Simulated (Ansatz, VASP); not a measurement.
**Ru: VASP beside Ansatz**

The input INCAR:

```
SYSTEM = Ru
PREC     = Accurate       ! precision mode
ENCUT    = 520            ! plane-wave cutoff, eV
EDIFF    = 1E-8           ! SCF threshold, eV
ISMEAR   = -1             ! smearing method
SIGMA    = 0.05           ! smearing width, eV
LREAL    = .FALSE.        ! projectors in reciprocal space
LASPH    = .TRUE.         ! aspherical terms in the spheres
NELM     = 80             ! most SCF steps
ALGO     = Normal         ! electronic algorithm
ISIF     = 2              ! what is computed and relaxed
LWAVE    = .FALSE.        ! write WAVECAR
LCHARG   = .FALSE.        ! write CHGCAR
GGA      = CA             ! functional
LEFG     = .TRUE.       
NBANDS   = 21             ! bands
```

The input KPOINTS:

```
regular mesh
0
G
  16 16 9
  0 0 0
```

File POSCAR:

```
Ru
1.0
    2.7226196171      0.0000000000      0.0000000000
   -1.3613098085      2.3578577533      0.0000000000
    0.0000000000      0.0000000000      4.2884975680
Ru
2
Direct
    0.3333333333      0.6666666667      0.2500000000
    0.6666666667      0.3333333333      0.7500000000
```

Input for Ansatz:

```yaml
crystal:
  lattice:
    - [2.7226196171, 0.0, 0.0]
    - [-1.3613098085, 2.3578577533, 0.0]
    - [0.0, 0.0, 4.288497568]
  atoms:
    - { symbol: Ru, position: [0.3333333333, 0.6666666667, 0.25] }
    - { symbol: Ru, position: [0.6666666667, 0.3333333333, 0.75] }
kpoints:
  mp_grid: { grid: [16, 16, 9] }
  band_path:
    path:
      - [0.0, 0.0, 0.0]
      - [0.5, 0.0, 0.0]
      - [0.3333333333, 0.3333333333, 0.0]
      - [0.0, 0.0, 0.0]
      - [0.0, 0.0, 0.5]
      - [0.5, 0.0, 0.5]
      - [0.3333333333, 0.3333333333, 0.5]
      - [0.0, 0.0, 0.5]
      - [0.5, 0.0, 0.5]
    npoints: 5
scf:
  occupations: { method: fermi_dirac, width: 0.05 }
hamiltonian:
  xc: lda
  pseudopotentials: { kind: paw }
output:
  forces: true
  stress: true
  eigenvalues: true
  efg: { contact_densities: true }
  write_density: true
  write_potential: true
  elf: true
  volumetric_format: npy
```

Alike in both runs: task electric field gradients; functional LDA; k mesh 16 × 16 × 9; occupations fermi-dirac, width 0.05 eV; no spin polarisation.

|  | VASP | Ansatz |
| --- | --- | --- |
| version | VASP 6.6.1 | Ansatz 0.2.0 |
| potentials or method | VASP PAW LDA potentials, release 64 (Ru_pv) | PAW with Ansatz's default frozen-core files, scalar-relativistic |
| plane-wave cutoff (eV) | 520 | 420 |
| valence electrons in the cell | 28 | 32 |

```csv
,VASP,Ansatz,Ansatz less VASP
pressure (GPa),-15.7,-16.5,-0.79
"traceless stress, the component that is largest in VASP (GPa)",-0.53,-0.58,-0.046
size of Vzz on the site where it differs most (V/Å²),17.6,13.7,-3.90
```

LDA's correlation is that of Perdew and Zunger in VASP and of Perdew and Wang (1992) in Ansatz. VASP's potentials hold 28 valence electrons a cell and Ansatz's 32, so a difference there can come from the potentials and not from the codes.
